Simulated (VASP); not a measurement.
# NaLa (P-6m2) in VASP: settings compared

Aim: see how the results for NaLa move with the level of theory and the settings. Levels: revPBE, BLYP, r2SCAN. Tasks: single point.

Program: VASP 6.6.1. These are calculated values, not measurements. Logs are shortened: lines on timing, memory, paths and dates and some standing lists are left out, and cuts for length are marked.

### 1 The cell of the first run

Symmetry: P-6m2, No. 187, hexagonal system. Conventional cell: a = 3.606 Å, b = 3.606 Å, c = 6.484 Å, α = 90.00°, β = 90.00°, γ = 120.00°. Within 4.7 Å of La (site symmetry -6m2) lie 6 La at 3.61 Å and 6 Na at 3.85 Å. Within 4.7 Å of Na (site symmetry -6m2) lie 6 Na at 3.61 Å and 6 La at 3.85 Å.

### 2 Single point, revPBE

File INCAR:

```
ALGO = Normal ; EDIFF = 1E-7
ENCUT = 520 ; GGA = RE
ISIF = 2 ; ISMEAR = -1
LASPH = T ; LCHARG = F
LREAL = F ; LWAVE = F
NBANDS = 16 ; NELM = 60
PREC = Accurate ; SIGMA = 0.05
```

File KPOINTS:

```
k-points
0
Gamma
  5 5 3
```

File POSCAR:

```
NaLa
1.0
    3.6062507687      0.0000000000      0.0000000000
   -1.8031253843      3.1231047781      0.0000000000
    0.0000000000      0.0000000000      6.4837820000
La Na
1 1
Direct
    0.3333333333      0.6666666667      0.5000000000
    0.0000000000      0.0000000000      0.0000000000
```

Potentials or basis: VASP PAW PBE potentials, release 64 (La, Na_pv).

Command:

```bash
$ cat potpaw_PBE.64/La/POTCAR potpaw_PBE.64/Na_pv/POTCAR > POTCAR
$ mpirun -np 1 vasp_std > vasp.out
```

OUTCAR:

```text
EDIFF = 1E-7
   ENCUT = 520
   GGA = RE
   ISIF = 2
   ISMEAR = -1
   LASPH = T
   LREAL = F
   NELM = 60
   PREC = Accurate

 ion  position               nearest neighbor table
   1  0.333  0.667  0.500-
   2  0.000  0.000  0.000-

  LATTYP: Found a hexagonal cell.
 ALAT       =     3.6062507687
 C/A-ratio  =     1.7979287675

  Lattice vectors:

 A1 = (   3.6062507687,   0.0000000000,   0.0000000000)
 A2 = (  -1.8031253843,   3.1231047781,   0.0000000000)
 A3 = (   0.0000000000,   0.0000000000,   6.4837820000)

Analysis of symmetry for initial positions (statically):
=====================================================================
 Subroutine PRICEL returns:
 Original cell was already a primitive cell.

 Routine SETGRP: Setting up the symmetry group for a
 hexagonal supercell.

 Subroutine GETGRP returns: Found 12 space group operations
 (whereof 12 operations were pure point group operations)
 out of a pool of 24 trial point group operations.

The static configuration has the point symmetry D_3h.

Analysis of symmetry for dynamics (positions and initial velocities):
=====================================================================
 Subroutine PRICEL returns:
 Original cell was already a primitive cell.

 Routine SETGRP: Setting up the symmetry group for a
 hexagonal supercell.

 Subroutine GETGRP returns: Found 12 space group operations
 (whereof 12 operations were pure point group operations)
 out of a pool of 24 trial point group operations.

The dynamic configuration has the point symmetry D_3h.

 Subroutine INISYM returns: Found 12 space group operations
 (whereof 12 operations are pure point group operations),
 and found     1 'primitive' translations

----------------------------------------------------------------------------------------

                                     Primitive cell

  volume of cell :      73.0249

  direct lattice vectors                    reciprocal lattice vectors
     3.606250769  0.000000000  0.000000000     0.277296301  0.160097094  0.000000000
    -1.803125384  3.123104778  0.000000000     0.000000000  0.320194188  0.000000000
     0.000000000  0.000000000  6.483782000     0.000000000  0.000000000  0.154230972

  length of vectors
     3.606250769  3.606250769  6.483782000     0.320194188  0.320194188  0.154230972

  position of ions in fractional coordinates (direct lattice)
     0.333333333  0.666666667  0.500000000
     0.000000000  0.000000000  0.000000000

  ion indices of the primitive-cell ions
   primitive index   ion index
                 1           1
                 2           2

----------------------------------------------------------------------------------------

 KPOINTS: k-points

Automatic generation of k-mesh.
 Grid dimensions read from file:
 generate k-points for:    5    5    3

 Generating k-lattice:

  Cartesian coordinates                     Fractional coordinates (reciprocal lattice)
     0.055459260  0.032019419  0.000000000     0.200000000 -0.000000000  0.000000000
     0.000000000  0.064038838  0.000000000     0.000000000  0.200000000  0.000000000
     0.000000000  0.000000000  0.051410324     0.000000000  0.000000000  0.333333333

  Length of vectors
     0.064038838  0.064038838  0.051410324

  Shift w.r.t. Gamma in fractional coordinates (k-lattice)
     0.000000000  0.000000000  0.000000000

 Subroutine IBZKPT returns following result:
 ===========================================

 Found     10 irreducible k-points:

 Following reciprocal coordinates:
            Coordinates               Weight
  0.000000  0.000000  0.000000      1.000000
  0.200000 -0.000000  0.000000      6.000000
  0.400000 -0.000000  0.000000      6.000000
  0.200000  0.200000  0.000000      6.000000
  0.400000  0.200000  0.000000      6.000000
  0.000000  0.000000  0.333333      2.000000
  0.200000 -0.000000  0.333333     12.000000
  0.400000 -0.000000  0.333333     12.000000
  0.200000  0.200000  0.333333     12.000000
  0.400000  0.200000  0.333333     12.000000
   k-points           NKPTS =     10   k-points in BZ     NKDIM =     10   number of bands    NBANDS=     16
   number of dos      NEDOS =    301   number of ions     NIONS =      2
   total plane-waves  NPLWV =  37632
   dimension x,y,z NGX =    28 NGY =   28 NGZ =   48
   dimension x,y,z NGXF=    56 NGYF=   56 NGZF=   96
   ions per type =               1   1
   NGX,Y,Z   is equivalent  to a cutoff of  12.91, 12.91, 12.31 a.u.
   NGXF,Y,Z  is equivalent  to a cutoff of  25.82, 25.82, 24.61 a.u.
 SYSTEM =  unknown system
   PREC   = accura    normal or accurate (medium, high low for compatibility)
   ISTART =      0    job   : 0-new  1-cont  2-samecut
   ICHARG =      2    charge: 1-file 2-atom 10-const
   ISPIN  =      1    spin polarized calculation?
   LNONCOLLINEAR =      F non collinear calculations
   LSORBIT =      F    spin-orbit coupling
   LASPH  =      T    aspherical Exc in radial PAW
   ENCUT  =  520.0 eV  38.22 Ry    6.18 a.u.   6.71  6.71 12.06*2*pi/ulx,y,z
   NELM   =     60;   NELMIN=  2; NELMDL= -5     # of ELM steps
   EDIFF  = 0.1E-06   stopping-criterion for ELM
   LREAL  =      F    real-space projection
   EDIFFG = 0.1E-05   stopping-criterion for IOM
   NSW    =      0    number of steps for IOM
   IBRION =     -1    ionic relax: 0-MD 1-quasi-New 2-CG
   NFREE  =      0    steps in history (QN), initial steepest desc. (CG)
   ISIF   =      2    stress and relaxation
   ISYM   =      2    0-nonsym 1-usesym 2-fastsym
   POTIM  = 0.5000    time-step for ionic-motion
   TEBEG  =    0.0;   TEEND  =   0.0 temperature during run
   PSTRESS=    0.0 pullay stress
   NELECT =      18.0000    total number of electrons
   NUPDOWN=      -1.0000    fix difference up-down
   EMIN   =  10.00;   EMAX   =-10.00  energy-range for DOS
   EFERMI =   0.00;   METHOD = LEGACY
   ISMEAR =    -1;   SIGMA  =   0.05  broadening in eV -4-tet -1-fermi 0-gaus
   EFERMI_NEDOS =   21; number of points for ismear=-14 and -15
   IALGO  =     38    algorithm
   IMIX   =      4    mixing-type and parameters
     AMIX     =   0.40;   BMIX     =  1.00
     AMIX_MAG =   1.60;   BMIX_MAG =  1.00
  volume/ion in A,a.u.               =      36.51       246.40
  Fermi-wavevector in a.u.,A,eV,Ry     =   1.026460  1.939728 14.335373  1.053620
  Thomas-Fermi vector in A             =   2.160354
   LORBIT       =      0    0 simple, 1 ext, 2 COOP (PROOUT), +10 PAW based schemes
   GGA     = RE    functional components
   LHFCALC =     F    Hartree Fock is set to
   AEXX    =    0.0000 exact exchange contribution
   IVDW    =     0    specifies the selected vdW correction
   LEPSILON=     F    determine dielectric tensor
   LRPA    =     F    only Hartree local field effects (RPA)
 non-spin polarized calculation
  energy-cutoff  :      520.00
  volume of cell :       73.02
 maximum number of plane-waves:      1992
 NGX is ok and might be reduce to    28
   NGX = 13   NGY = 13   NGZ = 25

 number of electron      17.9999986 magnetization

 Free energy of the ion-electron system (eV)
  ---------------------------------------------------
  ext. energy  EPLUGINS =         0.00000000
  ---------------------------------------------------
  free energy    TOTEN  =        -5.39061709 eV

  energy without entropy =       -5.36543705  energy(sigma->0) =       -5.37802707

 E-fermi :   4.1586     XC(G=0):  -8.0452

 val. band max:        4.0262980011   @ k =   0.2000   0.2000   0.0000
 cond. band min:       4.1857379239   @ k =   0.2000   0.2000   0.3333
 fundamental gap:      0.1594399228
 Fermi energy:         4.1585707616

 k-point     1 :       0.0000    0.0000    0.0000
  band No.  band energies     occupation
      1     -28.9072      2.00000
      2     -20.1287      2.00000
      3     -20.1272      2.00000
      4     -20.1272      2.00000
      5     -12.6963      2.00000
      6     -11.8516      2.00000
[... 8 lines left out ...]
     15       5.9579      0.00000
     16       5.9581      0.00000

 k-point     2 :       0.2000   -0.0000    0.0000
  band No.  band energies     occupation
      1     -28.8414      2.00000
      2     -20.1409      2.00000
      3     -20.1305      2.00000
      4     -20.1265      2.00000
      5     -12.6151      2.00000
      6     -12.3743      2.00000
[... 8 lines left out ...]
     15       5.9599      0.00000
     16       6.0207      0.00000

 k-point     3 :       0.4000   -0.0000    0.0000
  band No.  band energies     occupation
      1     -28.7319      2.00000
      2     -20.1630      2.00000
      3     -20.1357      2.00000
      4     -20.1230      2.00000
      5     -13.1285      2.00000
      6     -12.4791      2.00000
[... 8 lines left out ...]
     15       6.0365      0.00000
     16       6.0711      0.00000

 k-point     4 :       0.2000    0.2000    0.0000
  band No.  band energies     occupation
      1     -28.7532      2.00000
      2     -20.1552      2.00000
      3     -20.1383      2.00000
      4     -20.1237      2.00000
      5     -12.8678      2.00000
      6     -12.5057      2.00000
[... 8 lines left out ...]
     15       5.9940      0.00000
     16       6.0906      0.00000

 k-point     5 :       0.4000    0.2000    0.0000
  band No.  band energies     occupation
      1     -28.6974      2.00000
      2     -20.1620      2.00000
      3     -20.1452      2.00000
      4     -20.1219      2.00000
      5     -13.0945      2.00000
      6     -12.5079      2.00000
[... 8 lines left out ...]
     15       5.9840      0.00000
     16       6.0268      0.00000

 k-point     6 :       0.0000    0.0000    0.3333
  band No.  band energies     occupation
      1     -28.9073      2.00000
      2     -20.1282      2.00000
      3     -20.1272      2.00000
      4     -20.1272      2.00000
      5     -12.7008      2.00000
      6     -11.8516      2.00000
[... 8 lines left out ...]
     15       5.9590      0.00000
     16       5.9590      0.00000

 k-point     7 :       0.2000   -0.0000    0.3333
  band No.  band energies     occupation
      1     -28.8415      2.00000
      2     -20.1410      2.00000
      3     -20.1305      2.00000
      4     -20.1262      2.00000
      5     -12.6184      2.00000
      6     -12.3740      2.00000
[... 8 lines left out ...]
     15       5.9591      0.00000
     16       6.0624      0.00000

 k-point     8 :       0.4000   -0.0000    0.3333
  band No.  band energies     occupation
      1     -28.7318      2.00000
      2     -20.1631      2.00000
      3     -20.1357      2.00000
      4     -20.1230      2.00000
      5     -13.1279      2.00000
      6     -12.4804      2.00000
[... 8 lines left out ...]
     15       6.0743      0.00000
     16       6.0962      0.00000

 k-point     9 :       0.2000    0.2000    0.3333
  band No.  band energies     occupation
      1     -28.7532      2.00000
      2     -20.1553      2.00000
      3     -20.1383      2.00000
      4     -20.1236      2.00000
      5     -12.8673      2.00000
      6     -12.5073      2.00000
[... 8 lines left out ...]
     15       6.0055      0.00000
     16       6.0814      0.00000

 k-point    10 :       0.4000    0.2000    0.3333
  band No.  band energies     occupation
      1     -28.6974      2.00000
      2     -20.1621      2.00000
      3     -20.1452      2.00000
      4     -20.1220      2.00000
      5     -13.0940      2.00000
      6     -12.5078      2.00000
[... 8 lines left out ...]
     15       5.9707      0.00000
     16       6.1375      0.00000

------------------------ aborting loop because EDIFF is reached ----------------------------------------

  FORCE on cell =-STRESS in cart. coord.  units (eV):
  Direction    XX          YY          ZZ          XY          YZ          ZX
  --------------------------------------------------------------------------------------
  -------------------------------------------------------------------------------------
  Total        0.4963282      0.4963282      0.2279952      0.0000000      0.0000000      0.0000000
  in kB       10.8895171     10.8895171      5.0022503      0.0000000      0.0000000      0.0000000
  external PRESSURE =       8.9270948 kB  Pullay stress =       0.0000000 kB

 VOLUME and BASIS-vectors are now :
 -----------------------------------------------------------------------------
  energy-cutoff  :      520.00
  volume of cell :       73.02
      direct lattice vectors                 reciprocal lattice vectors
     3.606250769  0.000000000  0.000000000     0.277296301  0.160097094  0.000000000
    -1.803125384  3.123104778  0.000000000     0.000000000  0.320194188  0.000000000
     0.000000000  0.000000000  6.483782000     0.000000000  0.000000000  0.154230972

 POSITION                                       TOTAL-FORCE (eV/Angst)
 -----------------------------------------------------------------------------------
     -0.00000      2.08207      3.24189         0.000000     -0.000000      0.000000
      0.00000      0.00000      0.00000         0.000000      0.000000      0.000000
 -----------------------------------------------------------------------------------
    total drift:                                0.000000     -0.000000     -0.000000

  FREE ENERGIE OF THE ION-ELECTRON SYSTEM (eV)
  ---------------------------------------------------
  free  energy   TOTEN  =        -5.3906170897 eV

  energy  without entropy=       -5.3654370520  energy(sigma->0) =       -5.37802707
```

Wall time 40 s (1 thread of AMD EPYC 7R13, shared host); peak memory 0.16 GiB.

Results:

```yaml
Free_energy: -5.3906 eV
Pressure: 0.9 GPa
Band_gap_on_the_k_mesh: zero (band 9 reaches 4.19 eV, above the bottom of band 10 at 3.95 eV)
```

Levels at points of the mesh, in eV from the Fermi level:
```csv
k point,band 6,band 7,band 8,band 9,band 10,band 11,band 12,band 13
"(0.00, 0.00, 0.00)",-16.01,-16.01,-3.15,-1.12,0.84,1.17,1.73,1.73
```

Caveat: the k points lie up to 0.40 Å⁻¹ apart; the PAW data sets were made with another functional, which shifts forces and pressure a little; spin-orbit coupling is left out, which moves the levels of the heavy elements.

### 3 Single point, BLYP

File INCAR:

```
SYSTEM = NaLa
AGGAC = 1.0 ; AGGAX = 1.0
ALDAC = 0.0 ; ALDAX = 1.0
ALGO = Fast ; EDIFF = 1E-6
ENCUT = 520 ; GGA = B5
ISIF = 2 ; ISMEAR = -1
LASPH = .TRUE. ; LCHARG = .TRUE.
LELF = .TRUE. ; LREAL = .FALSE.
LVHAR = .TRUE. ; LWAVE = .FALSE.
NBANDS = 16 ; NELM = 60
PREC = Accurate ; SIGMA = 0.05
```

File KPOINTS:

```
k-points
0
G
  5 5 3
  0 0 0
```

POSCAR is that of step 2.

Potentials or basis: VASP PAW PBE potentials, release 64 (La, Na_pv).

Command:

```bash
$ cat potpaw_PBE.64/La/POTCAR potpaw_PBE.64/Na_pv/POTCAR > POTCAR
$ mpirun -np 1 vasp_std > vasp.out
```

It took 3.2 min on 1 thread of AMD EPYC 7R13, shared host; peak memory 0.16 GiB.

Results (log left out):

```yaml
Free_energy: -4.5661 eV
Pressure: 1.0 GPa
Band_gap_on_the_k_mesh: zero (band 9 reaches 4.62 eV, above the bottom of band 10 at 4.35 eV)
```

Stress tensor (GPa, compression positive):
```
1.30 0.00 0.00
0.00 1.30 0.00
0.00 0.00 0.36
```

Levels at points of the mesh, in eV from the Fermi level:
| k point | band 7 | band 8 | band 9 | band 10 | band 11 | band 12 |
| --- | --- | --- | --- | --- | --- | --- |
| (0.00, 0.00, 0.00) | -16.00 | -3.16 | -1.13 | 0.99 | 1.00 | 1.52 |

Caveat: the k points lie up to 0.40 Å⁻¹ apart; the PAW data sets were made with another functional, which shifts forces and pressure a little; spin-orbit coupling is left out, which moves the levels of the heavy elements.

(Continued in part 2 of 2.)
